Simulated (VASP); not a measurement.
# Al in VASP: single point with PBE+D3(BJ)

Aim: the single point of Al with PBE+D3(BJ).

Program: VASP 6.6.1. These are calculated values, not measurements. Logs are shortened: lines on timing, memory, paths and dates and some standing lists are left out, and cuts for length are marked.

## 1. The cell of the first run

The cell holds a slab with vacuum, 16 atoms: a = 5.632 Å, b = 5.632 Å, c = 26.722 Å, α = 90.00°, β = 90.00°, γ = 90.00°.

## 2. Single point, PBE+D3(BJ)

INCAR

```
ALGO = Normal
DIPOL = 0.5 0.5 0.411
EDIFF = 1E-6
ENCUT = 520
GGA = PE
IDIPOL = 3
ISIF = 2
ISMEAR = 0
IVDW = 12
LASPH = T
LCHARG = F
LDIPOL = T
LREAL = Auto
LWAVE = F
NBANDS = 38
NELM = 60
PREC = Accurate
SIGMA = 0.1
```

KPOINTS

```
k-points
0
Gamma
  4 4 1
```

POSCAR

```
Al
1.0
    5.6324246428      0.0000000000      0.0000000000
    0.0000000000      5.6324246428      0.0000000000
    0.0000000000      0.0000000000     26.7216884892
Al
16
Direct
    0.2500000000      0.2500000000      0.2993822790
    0.2500000000      0.7500000000      0.2993822790
    0.7500000000      0.2500000000      0.2993822790
    0.7500000000      0.7500000000      0.2993822790
    0.5000000000      0.5000000000      0.3739046218
    0.5000000000      0.0000000000      0.3739046218
    0.0000000000      0.5000000000      0.3739046218
    0.0000000000      0.0000000000      0.3739046218
    0.7502883864      0.7500146976      0.4460107780
    0.7508842659      0.2509702667      0.4460397310
    0.2504232388      0.7503539643      0.4459076916
    0.2500047897      0.2503704248      0.4460023943
    0.0008223623      0.0009545591      0.5231195574
    0.0002978511      0.5000167063      0.5226145804
    0.4992272328     -0.0004436980      0.5228485788
    0.5011093949      0.5011478904      0.5231045126
```

Potentials or basis: VASP PAW PBE potentials, release 64 (Al).

Run with:

```console
$ cat potpaw_PBE.64/Al/POTCAR > POTCAR
$ mpirun -np 1 vasp_std > vasp.out
```

OUTCAR:

```text
EDIFF = 1E-6
   ENCUT = 520
   GGA = PE
   ISIF = 2
   ISMEAR = 0
   IVDW = 12
   LASPH = T
   LREAL = Auto
   NELM = 60
   PREC = Accurate
 IVDW          = 12

 ion  position               nearest neighbor table
   1  0.250  0.250  0.299-   2 2.82   3 2.82   2 2.82   3 2.82   7 2.82   8 2.82   5 2.82   6 2.82

   2  0.250  0.750  0.299-   1 2.82   4 2.82   1 2.82   4 2.82   7 2.82   8 2.82   5 2.82   6 2.82

   3  0.750  0.250  0.299-   1 2.82   4 2.82   4 2.82   1 2.82   7 2.82   8 2.82   5 2.82   6 2.82
[... 23 lines left out ...]
  15  0.499  1.000  0.523-  13 2.81  16 2.81  16 2.83  13 2.83  11 2.86  12 2.86   9 2.86  10 2.87

  16  0.501  0.501  0.523-  15 2.81  14 2.81  14 2.82  15 2.83   9 2.86  10 2.86  11 2.87  12 2.87

  LATTYP: Found a simple tetragonal cell.
 ALAT       =     5.6324246428
 C/A-ratio  =     4.7442602758

  Lattice vectors:

 A1 = (   5.6324246428,   0.0000000000,   0.0000000000)
 A2 = (   0.0000000000,   5.6324246428,   0.0000000000)
 A3 = (   0.0000000000,   0.0000000000,  26.7216884892)

Analysis of symmetry for initial positions (statically):
=====================================================================
 Subroutine PRICEL returns:
 Original cell was already a primitive cell.

 Routine SETGRP: Setting up the symmetry group for a
 simple tetragonal supercell.

 Subroutine GETGRP returns: Found  1 space group operations
 (whereof  1 operations were pure point group operations)
 out of a pool of 16 trial point group operations.

The static configuration has the point symmetry C_1 .

Analysis of symmetry for dynamics (positions and initial velocities):
=====================================================================
 Subroutine PRICEL returns:
 Original cell was already a primitive cell.

 Routine SETGRP: Setting up the symmetry group for a
 simple tetragonal supercell.

 Subroutine GETGRP returns: Found  1 space group operations
 (whereof  1 operations were pure point group operations)
 out of a pool of 16 trial point group operations.

The dynamic configuration has the point symmetry C_1 .

 Subroutine INISYM returns: Found  1 space group operations
 (whereof  1 operations are pure point group operations),
 and found     1 'primitive' translations

----------------------------------------------------------------------------------------

                                     Primitive cell

  volume of cell :     847.7244

  direct lattice vectors                    reciprocal lattice vectors
     5.632424643  0.000000000  0.000000000     0.177543432  0.000000000  0.000000000
     0.000000000  5.632424643  0.000000000     0.000000000  0.177543432  0.000000000
     0.000000000  0.000000000 26.721688489     0.000000000  0.000000000  0.037422785

  length of vectors
     5.632424643  5.632424643 26.721688489     0.177543432  0.177543432  0.037422785

  position of ions in fractional coordinates (direct lattice)
     0.250000000  0.250000000  0.299382279
     0.250000000  0.750000000  0.299382279
     0.750000000  0.250000000  0.299382279
     0.750000000  0.750000000  0.299382279
     0.500000000  0.500000000  0.373904622
     0.500000000  0.000000000  0.373904622
[... 8 lines left out ...]
     0.499227233  0.999556302  0.522848579
     0.501109395  0.501147890  0.523104513

  ion indices of the primitive-cell ions
   primitive index   ion index
                 1           1
                 2           2
                 3           3
                 4           4
                 5           5
                 6           6
[... 8 lines left out ...]
                15          15
                16          16

----------------------------------------------------------------------------------------

 KPOINTS: k-points

Automatic generation of k-mesh.
 Grid dimensions read from file:
 generate k-points for:    4    4    1

 Generating k-lattice:

  Cartesian coordinates                     Fractional coordinates (reciprocal lattice)
     0.044385858  0.000000000  0.000000000     0.250000000  0.000000000  0.000000000
     0.000000000  0.044385858  0.000000000     0.000000000  0.250000000  0.000000000
     0.000000000  0.000000000  0.037422785     0.000000000  0.000000000  1.000000000

  Length of vectors
     0.044385858  0.044385858  0.037422785

  Shift w.r.t. Gamma in fractional coordinates (k-lattice)
     0.000000000  0.000000000  0.000000000

 Subroutine IBZKPT returns following result:
 ===========================================

 Found     10 irreducible k-points:

 Following reciprocal coordinates:
            Coordinates               Weight
  0.000000  0.000000  0.000000      1.000000
  0.250000  0.000000  0.000000      2.000000
  0.000000  0.250000  0.000000      2.000000
  0.500000  0.000000  0.000000      1.000000
  0.000000  0.500000  0.000000      1.000000
  0.250000  0.250000  0.000000      2.000000
 -0.250000  0.250000  0.000000      2.000000
  0.500000  0.250000  0.000000      2.000000
 -0.250000  0.500000  0.000000      2.000000
  0.500000  0.500000  0.000000      1.000000
   k-points           NKPTS =     10   k-points in BZ     NKDIM =     10   number of bands    NBANDS=     38
   number of dos      NEDOS =    301   number of ions     NIONS =     16
   total plane-waves  NPLWV = 352800
   dimension x,y,z NGX =    42 NGY =   42 NGZ =  200
   dimension x,y,z NGXF=    84 NGYF=   84 NGZF=  400
   ions per type =              16
   NGX,Y,Z   is equivalent  to a cutoff of  12.40, 12.40, 12.44 a.u.
   NGXF,Y,Z  is equivalent  to a cutoff of  24.79, 24.79, 24.89 a.u.
 SYSTEM =  unknown system
   PREC   = accura    normal or accurate (medium, high low for compatibility)
   ISTART =      0    job   : 0-new  1-cont  2-samecut
   ICHARG =      2    charge: 1-file 2-atom 10-const
   ISPIN  =      1    spin polarized calculation?
   LNONCOLLINEAR =      F non collinear calculations
   LSORBIT =      F    spin-orbit coupling
   LASPH  =      T    aspherical Exc in radial PAW
   ENCUT  =  520.0 eV  38.22 Ry    6.18 a.u.  10.47 10.47 49.68*2*pi/ulx,y,z
   NELM   =     60;   NELMIN=  2; NELMDL= -5     # of ELM steps
   EDIFF  = 0.1E-05   stopping-criterion for ELM
   LREAL  =      T    real-space projection
   EDIFFG = 0.1E-04   stopping-criterion for IOM
   NSW    =      0    number of steps for IOM
   IBRION =     -1    ionic relax: 0-MD 1-quasi-New 2-CG
   NFREE  =      0    steps in history (QN), initial steepest desc. (CG)
   ISIF   =      2    stress and relaxation
   ISYM   =      2    0-nonsym 1-usesym 2-fastsym
   POTIM  = 0.5000    time-step for ionic-motion
   TEBEG  =    0.0;   TEEND  =   0.0 temperature during run
   PSTRESS=    0.0 pullay stress
   NELECT =      48.0000    total number of electrons
   NUPDOWN=      -1.0000    fix difference up-down
   EMIN   =  10.00;   EMAX   =-10.00  energy-range for DOS
   EFERMI =   0.00;   METHOD = LEGACY
   ISMEAR =     0;   SIGMA  =   0.10  broadening in eV -4-tet -1-fermi 0-gaus
   EFERMI_NEDOS =   21; number of points for ismear=-14 and -15
   IALGO  =     38    algorithm
   IMIX   =      4    mixing-type and parameters
     AMIX     =   0.40;   BMIX     =  1.00
     AMIX_MAG =   1.60;   BMIX_MAG =  1.00
  volume/ion in A,a.u.               =      52.98       357.55
  Fermi-wavevector in a.u.,A,eV,Ry     =   0.628642  1.187962  5.376904  0.395191
  Thomas-Fermi vector in A             =   1.690658
   LORBIT       =      0    0 simple, 1 ext, 2 COOP (PROOUT), +10 PAW based schemes
   GGA     = PE    functional components
   LHFCALC =     F    Hartree Fock is set to
   AEXX    =    0.0000 exact exchange contribution
   IVDW    =    12    specifies the selected vdW correction
   LEPSILON=     F    determine dielectric tensor
   LRPA    =     F    only Hartree local field effects (RPA)
 non-spin polarized calculation
 Gauss-broadening in eV      SIGMA  =   0.10
  energy-cutoff  :      520.00
  volume of cell :      847.72
 maximum number of plane-waves:     22863
 NGX is ok and might be reduce to    42
   NGX = 21   NGY = 21   NGZ = 99

 dipolmoment           0.000000      0.000000      0.146192 electrons x Angstroem

 number of electron      48.0000000 magnetization

 dipolmoment           0.000000      0.000000     -0.003525 electrons x Angstroem

 Free energy of the ion-electron system (eV)
  ---------------------------------------------------
  ext. energy  EPLUGINS =         0.00000000
  ---------------------------------------------------
  free energy    TOTEN  =       -56.03999394 eV

  energy without entropy =      -56.00013076  energy(sigma->0) =      -56.02006235

 E-fermi :  -0.3458     XC(G=0):  -3.8518

 val. band max:       -0.4109621804   @ k =  -0.2500   0.2500   0.0000
 cond. band min:      -0.3253787729   @ k =   0.0000   0.0000   0.0000
 fundamental gap:      0.0855834075
 Fermi energy:        -0.3457564859

 k-point     1 :       0.0000    0.0000    0.0000
  band No.  band energies     occupation
      1     -11.3041      2.00000
      2      -9.8148      2.00000
      3      -7.6748      2.00000
      4      -6.7479      2.00000
      5      -6.7459      2.00000
      6      -6.7249      2.00000
[... 379 lines left out ...]
     35       2.2552      0.00000
     36       2.2598      0.00000
 [bands above 36 left out]

------------------------ aborting loop because EDIFF is reached ----------------------------------------

 vacuum level on the upper side and lower side of the slab       (xc-potential included)        -0.201        -0.167

 Edisp (eV)   -4.01722

 E8    (eV) :    -1.8726

  FORCE on cell =-STRESS in cart. coord.  units (eV):
  Direction    XX          YY          ZZ          XY          YZ          ZX
  --------------------------------------------------------------------------------------
  -------------------------------------------------------------------------------------
  Total      -3.58074    -3.57966     0.95814     0.00225    -0.01891    -0.01587
  in kB      -6.76751    -6.76546     1.81086     0.00425    -0.03574    -0.02999
  external pressure =       -3.91 kB  Pullay stress =        0.00 kB

 VOLUME and BASIS-vectors are now :
 -----------------------------------------------------------------------------
  energy-cutoff  :      520.00
  volume of cell :      847.72
      direct lattice vectors                 reciprocal lattice vectors
     5.632424643  0.000000000  0.000000000     0.177543432  0.000000000  0.000000000
     0.000000000  5.632424643  0.000000000     0.000000000  0.177543432  0.000000000
     0.000000000  0.000000000 26.721688489     0.000000000  0.000000000  0.037422785

 POSITION                                       TOTAL-FORCE (eV/Angst)
 -----------------------------------------------------------------------------------
      1.40811      1.40811      8.00000        -0.006468     -0.007620     -0.130641
      1.40811      4.22432      8.00000         0.007570      0.007402     -0.131472
      4.22432      1.40811      8.00000         0.006006      0.005559     -0.130002
      4.22432      4.22432      8.00000        -0.007949     -0.005904     -0.130498
      2.81621      2.81621      9.99136         0.007110      0.002748      0.143191
      2.81621      0.00000      9.99136         0.004536      0.004331      0.147764
[... 8 lines left out ...]
      2.81186      5.62993     13.97140         0.026385      0.024684     -0.002780
      2.82246      2.82268     13.97824        -0.014129     -0.023199     -0.013245
 -----------------------------------------------------------------------------------
    total drift:                                0.000022     -0.001327     -0.033192

  FREE ENERGIE OF THE ION-ELECTRON SYSTEM (eV)
  ---------------------------------------------------
  free  energy   TOTEN  =       -60.0572136991 eV

  energy  without entropy=      -60.0173505224  energy(sigma->0) =      -60.03728211

 vacuum level on the upper side and lower side of the slab         3.668         3.688
```

Run time: 12 min. Hardware: 1 thread of Intel Xeon Platinum 8259CL at 2.50GHz (Skylake/Cascade Lake), shared host; peak memory 0.74 GiB.

Results:

* Free energy: -60.0572 eV
* Largest force: 0.148 eV/Å
* Band gap on the k mesh: zero (bands 24 and 25 overlap by 0.13 eV)
* Dispersion energy per atom: -0.251 eV

Forces in eV/Å, atoms in the order of the input:
```
Al  -0.006 -0.008 -0.131
Al   0.008  0.007 -0.131
Al   0.006  0.006 -0.130
Al  -0.008 -0.006 -0.130
Al   0.007  0.003  0.143
Al   0.005  0.004  0.148
Al  -0.001  0.000  0.136
Al   0.002  0.007  0.145
Al  -0.002  0.023 -0.013
Al  -0.030 -0.032 -0.012
Al  -0.004  0.001 -0.004
Al   0.021 -0.007 -0.014
Al  -0.022 -0.015 -0.017
Al   0.012  0.014  0.026
Al   0.026  0.025 -0.003
Al  -0.014 -0.023 -0.013
```

Levels at points of the mesh, in eV from the Fermi level:
| k point | band 21 | band 22 | band 23 | band 24 | band 25 | band 26 | band 27 | band 28 |
| --- | --- | --- | --- | --- | --- | --- | --- | --- |
| (0.00, 0.00, 0.00) | -1.20 | -1.19 | -1.13 | 0.02 | 0.02 | 0.04 | 0.04 | 0.36 |
| (0.50, 0.00, 0.00) | -1.02 | -1.02 | -0.88 | -0.88 | 0.56 | 0.56 | 1.08 | 1.08 |
| (0.00, 0.50, 0.00) | -1.02 | -1.02 | -0.88 | -0.88 | 0.56 | 0.56 | 1.08 | 1.08 |
| (0.50, 0.50, 0.00) | 0.04 | 0.05 | 0.05 | 0.06 | 0.92 | 0.93 | 0.93 | 0.95 |

The gap in the log of VASP goes by the Fermi energy; the results here count the filled bands.